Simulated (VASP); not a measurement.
Set up this calculation in VASP 6.6.1, as the native input.

```
Task                   : single point
Functional             : LDA
Potentials or basis    : VASP PAW LDA potentials, release 64 (C)
Cutoff                 : 520 eV
k mesh                 : 12 × 12 × 12
Occupations            : gaussian, width 0.01 eV
Spin                   : no spin polarisation
Dipole correction      : no
Further INCAR settings : ALGO = Normal; EDIFF = 1e-07; NBANDS = 11
```

The structure of C lies in POSCAR:

```
C
1.0
    1.2224302368      0.7057704263      3.3362570191
   -1.2224302368      0.7057704263      3.3362570191
    0.0000000000     -1.4115408525      3.3362570191
C
2
Direct
    0.8259319910      0.8341124169      0.8371066606
    0.1666171868      0.1666171868      0.1666171868
```

This cell differs from its parent crystal: atom 1 moved by [-0.01, -0.01, -0.01] A.

The input as run:

INCAR

```
SYSTEM = C
ALGO     = Normal         ! electronic algorithm
EDIFF    = 1E-7           ! SCF threshold, eV
ENCUT    = 520            ! plane-wave cutoff, eV
ISIF     = 2              ! what is computed and relaxed
ISMEAR   = 0              ! smearing method
LASPH    = .True.         ! aspherical terms in the spheres
LCHARG   = .False.        ! write CHGCAR
LREAL    = .False.        ! projectors in reciprocal space
LWAVE    = .False.        ! write WAVECAR
NBANDS   = 11             ! bands
NELM     = 80             ! most SCF steps
PREC     = Accurate       ! precision mode
SIGMA    = 0.01           ! smearing width, eV
```

KPOINTS

```
k-points
0
Gamma
  12 12 12
  0 0 0
```

Potentials or basis: VASP PAW LDA potentials, release 64 (C).

Run with:

```console
$ cat potpaw_LDA.64/C/POTCAR > POTCAR
$ mpirun -np 1 vasp_std > vasp.out
```

Results of the run:

```json
{
 "Pressure": "0.9 GPa",
 "Largest force": "0.829 eV/Å"
}
```

Caveat: the cell differs from its parent crystal (atom 1 moved by [-0.01, -0.01, -0.01] A).

It took 3.1 min on 1 thread of Intel(R) Xeon(R) Platinum 8124M CPU @ 3.00GHz (Skylake/Cascade Lake) (shared host), peak memory 0.24 GiB.
